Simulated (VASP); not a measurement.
Set up this calculation in VASP 6.6.1, as the native input.

- Task: single point
- Functional: PBE
- Potentials or basis: VASP PAW PBE potentials, release 64 (Ni)
- Cutoff: 520 eV
- k mesh: 18 × 18 × 18
- Occupations: gaussian, width 0.1 eV
- Spin: collinear spin, ferromagnetic start
- Starting moments: [0.94, 0.94] μB
- Dipole correction: no
- Further INCAR settings: ALGO = Fast; EDIFF = 1e-06; NBANDS = 21

The structure of Ni lies in POSCAR:

```
Ni
1.0
    0.0000000000      2.5496030592      2.5496030592
    2.5496030592      0.0000000000      2.5496030592
    2.5496030592      2.5496030592      0.0000000000
Ni
2
Direct
    0.0000000000      0.0000000000      0.0000000000
    0.2500000000      0.2500000000      0.2500000000
```

One way to write it, as run:

INCAR

```
  PREC = Accurate
  ENCUT = 520
  EDIFF = 1E-6
  ISMEAR = 0
  SIGMA = 0.1
  LREAL = False
  LASPH = True
  NELM = 150
  ALGO = Fast
  ISIF = 2
  LWAVE = False
  LCHARG = False
  ISPIN = 2
  MAGMOM = 0.94 0.94
  LORBIT = 11
  LMAXMIX = 4
  GGA = PE
  NBANDS = 21
```

KPOINTS

```
Automatic mesh
0
Gamma
  18 18 18
```

Potentials or basis: VASP PAW PBE potentials, release 64 (Ni).

Run with:

```console
$ cat potpaw_PBE.64/Ni/POTCAR > POTCAR
$ mpirun -np 1 vasp_std > vasp.out
```

It gave:

The pressure is 0.0 GPa and the net moment is 1.57 μB per cell. The site moments are Ni +0.79 μB and the valence electrons inside the program's atomic spheres are Ni 9.21.

It took 2.9 min on 1 thread of Intel Xeon 6975P-C, on a shared host, peak memory 0.31 GiB.
